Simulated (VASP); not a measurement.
Crystal: CdS.

```
Cd S
1.0
     0.00000    2.59262    2.59262
     2.59262    0.00000    2.59262
     2.59262    2.59262    0.00000
Cd S
1 1
Direct
  0.00000 0.00000 0.00000
  0.50000 0.50000 0.50000
```

Base run:

```yaml
Program: VASP 6.6.1
Functional: LDA
Potentials_or_basis: VASP PAW LDA potentials, release 64 (Cd_sv_GW, S)
Cutoff: 540 eV
k_mesh: 16 × 16 × 16
Occupations: fermi-dirac, width 0.08 eV
Spin: no spin polarisation
```

Its results: band gap on the k mesh zero (band 13 reaches 6.70 eV, above the bottom of band 14 at 6.64 eV); pressure 8.8 GPa.

Problem. The run is repeated on the same cell with these changes: potentials or basis from VASP PAW LDA potentials, release 64 (Cd_sv_GW, S) to VASP PAW LDA potentials, release 64 (Cd, S); cutoff from 540 eV to 520 eV; further incar settings from ALGO = Normal; EDIFF = 1e-06; NBANDS = 20 to ALGO = Normal; EDIFF = 1e-07; NBANDS = 16; valence electrons from 26 to 18. What comes out?

Solution. Band gap on the k mesh zero (band 9 reaches 4.57 eV, above the bottom of band 10 at 4.51 eV); pressure 11.1 GPa.
